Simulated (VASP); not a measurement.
Input of a VASP 6.6.1 run:

The input POSCAR:

```
Ga3Sb
1.0
   -1.9954473321      1.9954473321      5.3917940726
    1.9954473321     -1.9954473321      5.3917940726
    1.9954473321      1.9954473321     -5.3917940726
Ga Sb
3 1
Direct
    0.7500000000      0.2500000000      0.5000000000
    0.2500000000      0.7500000000      0.5000000000
    0.5000000000      0.5000000000      0.0000000000
    0.0000000000      0.0000000000      0.0000000000
```

Contents of INCAR.step1:

```
SYSTEM = Ga3Sb
  PREC = Accurate
  ENCUT = 520
  ISMEAR = 0
  SIGMA = 0.1
  LREAL = .FALSE.
  LASPH = .TRUE.
  NELM = 60
  NBANDS = 30
  GGA = PE
  ALGO = Normal
  EDIFF = 1E-4
  LWAVE = .TRUE.
  LCHARG = .FALSE.
```

The input INCAR.step2:

```
SYSTEM = Ga3Sb
  PREC = Accurate
  ENCUT = 520
  EDIFF = 1E-6
  ISMEAR = 0
  SIGMA = 0.1
  LREAL = .FALSE.
  LASPH = .TRUE.
  NELM = 60
  ALGO = Normal
  ISIF = 2
  LWAVE = .FALSE.
  LCHARG = .TRUE.
  METAGGA = R2SCAN
  LMIXTAU = .TRUE.
  LELF = .TRUE.
  LVHAR = .TRUE.
  NBANDS = 30
  ISTART = 1
```

The input KPOINTS:

```
regular mesh
0
G
  14 14 14
  0 0 0
```

Potentials or basis: VASP PAW PBE potentials, release 64 (Ga_d, Sb).

Run with:

```bash
$ cat potpaw_PBE.64/Ga_d/POTCAR potpaw_PBE.64/Sb/POTCAR > POTCAR
$ cp INCAR.step1 INCAR
$ mpirun -np 1 vasp_std > vasp.out
$ cp INCAR.step2 INCAR
$ mpirun -np 1 vasp_std > vasp.out
```

**Question.** Predict the pressure.

**Answer.** 0.0 GPa.

**Question.** What does it give for the band gap on the k mesh?

**Answer.** Zero (bands 22 and 23 overlap by 4.54 eV).

Stress tensor (GPa, compression positive):
```
 0.04  0.00  0.00
 0.00  0.04  0.00
 0.00  0.00 -0.06
```

Caveat: the PAW data sets were made with another functional, which shifts forces and pressure a little; spin-orbit coupling is left out, which moves the levels of the heavy elements.
